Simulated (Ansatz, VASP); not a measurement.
**Pd in VASP and in Ansatz**

```xyz
3
Lattice="4.3647 0.0000 0.0000 -2.1823 3.7799 0.0000 0.0000 0.0000 2.6755" Properties=species:S:1:pos:R:3 pbc="T T T"
Pd    0.0000    0.0000    0.0000
Pd    0.0000    2.5199    1.3378
Pd    2.1823    1.2600    1.3378
```

Alike in both runs: task relaxation of cell and atoms; functional LDA; k mesh 8 × 8 × 12; occupations fermi-dirac, width 0.1 eV; no spin polarisation.

|  | VASP | Ansatz |
| --- | --- | --- |
| version | VASP 6.6.1 | Ansatz 0.2.0 |
| potentials or method | VASP PAW LDA potentials, release 64 (Pd), cutoff 600 eV | plane waves (420 eV) with PAW, scalar-relativistic |
| valence electrons in the cell | 30 | 54 |

|  | VASP | Ansatz | Ansatz less VASP |
| --- | --- | --- | --- |
| relaxed volume (Å³/atom) | 14.48 | 14.47 | -0.007 |
| relaxed length of the cell vector where the two differ most in proportion (Å) | 2.609 | 2.608 | -0.0010 |

Ansatz warns that its potentials were made for another functional, while VASP's fit it. LDA's correlation is that of Perdew and Zunger in VASP and of Perdew and Wang (1992) in Ansatz. VASP's potentials hold 30 valence electrons a cell and Ansatz's 54, so a difference there can come from the potentials and not from the codes.
